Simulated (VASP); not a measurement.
# Sn (I4/mmm) in VASP: single point with PBEsol+D3(BJ)

Aim: the single point of Sn with PBEsol+D3(BJ).

All numbers are computed with VASP 6.6.1; they aren't measurements. Logs are shortened: lines on timing, memory, paths and dates and some standing lists are left out, and cuts for length are marked.

### Step 1. The cell of the first run

It takes space group I4/mmm (No. 139, tetragonal). Conventional cell: a = 3.310 Å, b = 3.310 Å, c = 4.965 Å, α = 90.00°, β = 90.00°, γ = 90.00°. Within 4.4 Å of Sn (site symmetry 4/mmm) lie 12 Sn at 3.31 to 3.41 Å.

### Step 2. Single point, PBEsol+D3(BJ)

INCAR reads:

```
SYSTEM = Sn
PREC = Accurate
ENCUT = 520
EDIFF = 1E-6
ISMEAR = 0
SIGMA = 0.15
LREAL = .FALSE.
LASPH = .TRUE.
NELM = 60
ALGO = Fast
ISIF = 2
LWAVE = .FALSE.
LCHARG = .TRUE.
GGA = PS
IVDW = 12
LELF = .TRUE.
LVHAR = .TRUE.
NBANDS = 13
```

KPOINTS reads:

```
regular mesh
0
G
  20 20 20
  0 0 0
```

POSCAR reads:

```
Sn
1.0
   -1.6551308167      1.6551308167      2.4826962251
    1.6551308167     -1.6551308167      2.4826962251
    1.6551308167      1.6551308167     -2.4826962251
Sn
1
Direct
    0.0000000000      0.0000000000      0.0000000000
```

Potentials or basis: VASP PAW PBE potentials, release 64 (Sn_d).

Command:

```console
$ cat potpaw_PBE.64/Sn_d/POTCAR > POTCAR
$ mpirun -np 1 vasp_std > vasp.out
```

OUTCAR:

```text
SYSTEM = Sn
   PREC = Accurate
   ENCUT = 520
   EDIFF = 1E-6
   ISMEAR = 0
   LREAL = .FALSE.
   LASPH = .TRUE.
   NELM = 60
   ISIF = 2
   GGA = PS
   IVDW = 12
 IVDW          = 12

 ion  position               nearest neighbor table
   1  0.000  0.000  0.000-

  LATTYP: Found a body centered tetragonal cell.
 ALAT       =     3.3102616334
 C/A-ratio  =     1.5000000000

  Lattice vectors:

 A1 = (  -1.6551308167,   1.6551308167,   2.4826962251)
 A2 = (   1.6551308167,  -1.6551308167,   2.4826962251)
 A3 = (   1.6551308167,   1.6551308167,  -2.4826962251)

Analysis of symmetry for initial positions (statically):
=====================================================================
 Subroutine PRICEL returns:
 Original cell was already a primitive cell.

 Routine SETGRP: Setting up the symmetry group for a
 body centered tetragonal supercell.

 Subroutine GETGRP returns: Found 16 space group operations
 (whereof 16 operations were pure point group operations)
 out of a pool of 16 trial point group operations.

The static configuration has the point symmetry D_4h.

Analysis of symmetry for dynamics (positions and initial velocities):
=====================================================================
 Subroutine PRICEL returns:
 Original cell was already a primitive cell.

 Routine SETGRP: Setting up the symmetry group for a
 body centered tetragonal supercell.

 Subroutine GETGRP returns: Found 16 space group operations
 (whereof 16 operations were pure point group operations)
 out of a pool of 16 trial point group operations.

The dynamic configuration has the point symmetry D_4h.

 Subroutine INISYM returns: Found 16 space group operations
 (whereof 16 operations are pure point group operations),
 and found     1 'primitive' translations

----------------------------------------------------------------------------------------

                                     Primitive cell

  volume of cell :      27.2050

  direct lattice vectors                    reciprocal lattice vectors
    -1.655130817  1.655130817  2.482696225     0.000000000  0.302090925  0.201393950
     1.655130817 -1.655130817  2.482696225     0.302090925  0.000000000  0.201393950
     1.655130817  1.655130817 -2.482696225     0.302090925  0.302090925  0.000000000

  length of vectors
     3.412139591  3.412139591  3.412139591     0.363068107  0.363068107  0.427221084

  position of ions in fractional coordinates (direct lattice)
     0.000000000  0.000000000  0.000000000

  ion indices of the primitive-cell ions
   primitive index   ion index
                 1           1

----------------------------------------------------------------------------------------

 KPOINTS: regular mesh

Automatic generation of k-mesh.
 Grid dimensions read from file:
 generate k-points for:   20   20   20

 Generating k-lattice:

  Cartesian coordinates                     Fractional coordinates (reciprocal lattice)
     0.000000000  0.015104546  0.010069698     0.050000000  0.000000000  0.000000000
     0.015104546  0.000000000  0.010069698     0.000000000  0.050000000  0.000000000
     0.015104546  0.015104546  0.000000000     0.000000000  0.000000000  0.050000000

  Length of vectors
     0.018153405  0.018153405  0.021361054

  Shift w.r.t. Gamma in fractional coordinates (k-lattice)
     0.000000000  0.000000000  0.000000000

 Subroutine IBZKPT returns following result:
 ===========================================

 Found    641 irreducible k-points:

 Following reciprocal coordinates:
            Coordinates               Weight
  0.000000  0.000000  0.000000      1.000000
  0.050000 -0.000000  0.000000      8.000000
  0.100000  0.000000  0.000000      8.000000
  0.150000  0.000000  0.000000      8.000000
  0.200000  0.000000  0.000000      8.000000
  0.250000  0.000000  0.000000      8.000000
[... 16 lines left out ...]
 -0.400000  0.050000  0.000000     16.000000
 -0.350000  0.050000  0.000000     16.000000
 [... further k-points ...]
   k-points           NKPTS =    641   k-points in BZ     NKDIM =    641   number of bands    NBANDS=     13
   number of dos      NEDOS =    301   number of ions     NIONS =      1
   total plane-waves  NPLWV =  21952
   dimension x,y,z NGX =    28 NGY =   28 NGZ =   28
   dimension x,y,z NGXF=    56 NGYF=   56 NGZF=   56
   ions per type =               1
   NGX,Y,Z   is equivalent  to a cutoff of  13.64, 13.64, 13.64 a.u.
   NGXF,Y,Z  is equivalent  to a cutoff of  27.28, 27.28, 27.28 a.u.
 SYSTEM =  Sn
   PREC   = accura    normal or accurate (medium, high low for compatibility)
   ISTART =      0    job   : 0-new  1-cont  2-samecut
   ICHARG =      2    charge: 1-file 2-atom 10-const
   ISPIN  =      1    spin polarized calculation?
   LNONCOLLINEAR =      F non collinear calculations
   LSORBIT =      F    spin-orbit coupling
   LASPH  =      T    aspherical Exc in radial PAW
   ENCUT  =  520.0 eV  38.22 Ry    6.18 a.u.   6.34  6.34  6.34*2*pi/ulx,y,z
   NELM   =     60;   NELMIN=  2; NELMDL= -5     # of ELM steps
   EDIFF  = 0.1E-05   stopping-criterion for ELM
   LREAL  =      F    real-space projection
   EDIFFG = 0.1E-04   stopping-criterion for IOM
   NSW    =      0    number of steps for IOM
   IBRION =     -1    ionic relax: 0-MD 1-quasi-New 2-CG
   NFREE  =      0    steps in history (QN), initial steepest desc. (CG)
   ISIF   =      2    stress and relaxation
   ISYM   =      2    0-nonsym 1-usesym 2-fastsym
   POTIM  = 0.5000    time-step for ionic-motion
   TEBEG  =    0.0;   TEEND  =   0.0 temperature during run
   PSTRESS=    0.0 pullay stress
   NELECT =      14.0000    total number of electrons
   NUPDOWN=      -1.0000    fix difference up-down
   EMIN   =  10.00;   EMAX   =-10.00  energy-range for DOS
   EFERMI =   0.00;   METHOD = LEGACY
   ISMEAR =     0;   SIGMA  =   0.15  broadening in eV -4-tet -1-fermi 0-gaus
   EFERMI_NEDOS =   21; number of points for ismear=-14 and -15
   IALGO  =     68    algorithm
   IMIX   =      4    mixing-type and parameters
     AMIX     =   0.40;   BMIX     =  1.00
     AMIX_MAG =   1.60;   BMIX_MAG =  1.00
  volume/ion in A,a.u.               =      27.20       183.59
  Fermi-wavevector in a.u.,A,eV,Ry     =   1.311902  2.479136 23.416813  1.721087
  Thomas-Fermi vector in A             =   2.442332
   LORBIT       =      0    0 simple, 1 ext, 2 COOP (PROOUT), +10 PAW based schemes
   GGA     = PS    functional components
   LHFCALC =     F    Hartree Fock is set to
   AEXX    =    0.0000 exact exchange contribution
   IVDW    =    12    specifies the selected vdW correction
   LEPSILON=     F    determine dielectric tensor
   LRPA    =     F    only Hartree local field effects (RPA)
 non-spin polarized calculation
 RMM-DIIS sequential band-by-band and
 Gauss-broadening in eV      SIGMA  =   0.15
  energy-cutoff  :      520.00
  volume of cell :       27.20
 maximum number of plane-waves:       748
 NGX is ok and might be reduce to    28
   NGX = 13   NGY = 13   NGZ = 13

 number of electron      14.0000004 magnetization

 Free energy of the ion-electron system (eV)
  ---------------------------------------------------
  ext. energy  EPLUGINS =         0.00000000
  ---------------------------------------------------
  free energy    TOTEN  =        -4.23397509 eV

  energy without entropy =       -4.22808446  energy(sigma->0) =       -4.23102977

 E-fermi :   7.9951     XC(G=0): -10.4975

 val. band max:        7.9917577441   @ k =   0.2500   0.2000   0.1000
 cond. band min:       8.0121963077   @ k =   0.4000   0.2500   0.0500
 fundamental gap:      0.0204385636
 Fermi energy:         7.9951070311

 k-point     1 :       0.0000    0.0000    0.0000
  band No.  band energies     occupation
      1     -13.5092      2.00000
      2     -13.4675      2.00000
      3     -13.4675      2.00000
      4     -13.4262      2.00000
      5     -13.3817      2.00000
      6      -3.1764      2.00000
      7      15.6281      0.00000
      8      15.6281      0.00000
      9      15.6839      0.00000
     10      18.6254      0.00000
     11      19.6649      0.00000
     12      19.9352      0.00000
     13      19.9352      0.00000

 k-point     2 :       0.0500   -0.0000    0.0000
  band No.  band energies     occupation
      1     -13.5071      2.00000
      2     -13.4671      2.00000
      3     -13.4655      2.00000
      4     -13.4258      2.00000
      5     -13.3823      2.00000
      6      -3.1249      2.00000
      7      15.0395      0.00000
      8      15.5572      0.00000
      9      15.5664      0.00000
     10      18.2645      0.00000
     11      19.8887      0.00000
     12      20.0666      0.00000
     13      20.6794      0.00000

 k-point     3 :       0.1000    0.0000    0.0000
  band No.  band energies     occupation
      1     -13.5015      2.00000
      2     -13.4664      2.00000
      3     -13.4601      2.00000
      4     -13.4239      2.00000
      5     -13.3836      2.00000
      6      -2.9702      2.00000
      7      13.6807      0.00000
      8      15.2693      0.00000
      9      15.4041      0.00000
     10      17.9628      0.00000
     11      20.2234      0.00000
     12      20.4301      0.00000
     13      21.2549      0.00000

 k-point     4 :       0.1500    0.0000    0.0000
  band No.  band energies     occupation
      1     -13.4949      2.00000
      2     -13.4662      2.00000
      3     -13.4530      2.00000
      4     -13.4180      2.00000
      5     -13.3842      2.00000
      6      -2.7122      2.00000
      7      12.1007      0.00000
      8      14.8941      0.00000
      9      15.1891      0.00000
     10      17.7763      0.00000
     11      20.0891      0.00000
     12      20.9297      0.00000
     13      21.3672      0.00000

 k-point     5 :       0.2000    0.0000    0.0000
  band No.  band energies     occupation
      1     -13.4895      2.00000
      2     -13.4681      2.00000
      3     -13.4469      2.00000
      4     -13.4058      2.00000
      5     -13.3821      2.00000
      6      -2.3509      2.00000
      7      10.5005      0.00000
      8      14.4985      0.00000
      9      14.9638      0.00000
     10      17.6466      0.00000
     11      19.5481      0.00000
     12      21.1988      0.00000
     13      21.5980      0.00000
[... 257 lines left out ...]
 k-point    22 :      -0.4500    0.0500   -0.0000
  band No.  band energies     occupation
      1     -13.4883      2.00000
      2     -13.4788      2.00000
      3     -13.4553      2.00000
      4     -13.3419      2.00000
      5     -13.3219      2.00000
      6       0.6124      2.00000
      7       4.1569      2.00000
      8      12.9626      0.00000
      9      13.9783      0.00000
     10      17.2095      0.00000
     11      18.1017      0.00000
     12      19.4262      0.00000
     13      20.0011      0.00000

 k-point    23 :      -0.4000    0.0500    0.0000
  band No.  band energies     occupation
      1     -13.4852      2.00000
      2     -13.4789      2.00000
      3     -13.4523      2.00000
      4     -13.3518      2.00000
      5     -13.3320      2.00000
      6      -0.1249      2.00000
      7       5.2684      2.00000
      8      13.0451      0.00000
      9      14.1317      0.00000
     10      17.3052      0.00000
     11      18.3884      0.00000
     12      19.4402      0.00000
     13      20.2848      0.00000

 k-point    24 :      -0.3500    0.0500    0.0000
  band No.  band energies     occupation
      1     -13.4810      2.00000
      2     -13.4792      2.00000
      3     -13.4483      2.00000
      4     -13.3649      2.00000
      5     -13.3469      2.00000
      6      -0.8327      2.00000
      7       6.5540      2.00000
      8      13.2017      0.00000
      9      14.3206      0.00000
     10      17.4684      0.00000
     11      18.7666      0.00000
     12      19.4952      0.00000
     13      20.7348      0.00000

 [... further k-points ...]

------------------------ aborting loop because EDIFF is reached ----------------------------------------

 Edisp (eV)   -0.38909

 E8    (eV) :    -0.2743

  FORCE on cell =-STRESS in cart. coord.  units (eV):
  Direction    XX          YY          ZZ          XY          YZ          ZX
  --------------------------------------------------------------------------------------
  -------------------------------------------------------------------------------------
  Total      -0.64077    -0.64077    -0.65952     0.00000    -0.00000     0.00000
  in kB     -37.73669   -37.73669   -38.84122     0.00000    -0.00000     0.00000
  external pressure =      -38.10 kB  Pullay stress =        0.00 kB

 VOLUME and BASIS-vectors are now :
 -----------------------------------------------------------------------------
  energy-cutoff  :      520.00
  volume of cell :       27.20
      direct lattice vectors                 reciprocal lattice vectors
    -1.655130817  1.655130817  2.482696225     0.000000000  0.302090925  0.201393950
     1.655130817 -1.655130817  2.482696225     0.302090925  0.000000000  0.201393950
     1.655130817  1.655130817 -2.482696225     0.302090925  0.302090925  0.000000000

 POSITION                                       TOTAL-FORCE (eV/Angst)
 -----------------------------------------------------------------------------------
      0.00000      0.00000      0.00000        -0.000000      0.000000      0.000000
 -----------------------------------------------------------------------------------
    total drift:                               -0.000000     -0.000000     -0.000000

  FREE ENERGIE OF THE ION-ELECTRON SYSTEM (eV)
  ---------------------------------------------------
  free  energy   TOTEN  =        -4.6230668243 eV

  energy  without entropy=       -4.6171761904  energy(sigma->0) =       -4.62012151
```

It took 2 min on 1 thread of Intel Xeon 6975P-C (Granite Rapids), shared host; peak memory 0.33 GiB.

What came out:

| Property | Result |
| --- | --- |
| Free energy | -4.6231 eV |
| Pressure | -3.8 GPa |
| Band gap on the k mesh | zero (bands 7 and 8 overlap by 9.87 eV) |
| Dispersion energy per atom | -0.389 eV |

Stress tensor (GPa, compression positive):
```
-3.77  0.00  0.00
 0.00 -3.77  0.00
 0.00  0.00 -3.88
```

Levels at points of the mesh, in eV from the Fermi level:
```tsv
k point	band 5	band 6	band 7	band 8	band 9	band 10
(0.00, 0.00, 0.00)	-21.38	-11.17	7.63	7.63	7.69	10.63
(0.50, 0.00, 0.00)	-21.31	-6.83	-4.66	5.16	6.27	9.45
(0.50, 0.50, 0.00)	-21.28	-4.64	-3.48	1.58	2.00	5.08
(0.50, 0.50, 0.50)	-21.31	-5.52	-3.98	2.54	2.54	5.96
```

Caveat: the cell stands under tension; the PAW data sets were made with another functional, which shifts forces and pressure a little; spin-orbit coupling is left out, which moves the levels of the heavy elements.

The gap in the log of VASP goes by the Fermi energy; the results here count the filled bands.